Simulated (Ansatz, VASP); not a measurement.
# Ge in VASP and in Ansatz

```
Ge
1.0
     7.95330    0.00000    0.00000
    -3.97665    6.88776    0.00000
     0.00000    0.00000    3.07843
Ge
8
Direct
  0.33457 0.00000 0.10436
  0.00000 0.33457 0.10436
  0.66543 0.66543 0.10436
  0.66543 0.00000 0.10436
  0.00000 0.66543 0.10436
  0.33457 0.33457 0.10436
  0.33333 0.66667 0.60383
  0.66667 0.33333 0.60383
```

Alike in both runs: functional PBE; k mesh 3 × 3 × 4; occupations gaussian, width 0.1 eV; no spin polarisation.

Ansatz relaxed the structure, and its values are those at the end. VASP's run is a single point on that final structure, the one shown.

|  | VASP | Ansatz |
| --- | --- | --- |
| version | VASP 6.6.1 | Ansatz 0.2.0 |
| potentials or method | VASP PAW PBE potentials, release 64 (Ge_d), cutoff 520 eV | scalar-relativistic, plane waves, PAW |
| valence electrons in the cell | 112 | 112 |

Ansatz gave:

```
gap on the k mesh at the Fermi level (eV) : none
pressure (GPa)                            : 0.0
rms of the force components (eV/Å)        : 0.015
```

Question: Which values does VASP return?

Answer: gap on the k mesh at the Fermi level (eV): none; pressure (GPa): 0.0; rms of the force components (eV/Å): 0.012.

A gap of «none» marks a metal or a gap that the smearing closes. The functional is the same, so the differences come from potentials, cutoffs and numerics.

The k mesh is coarse, so the values compare programs but aren't converged.
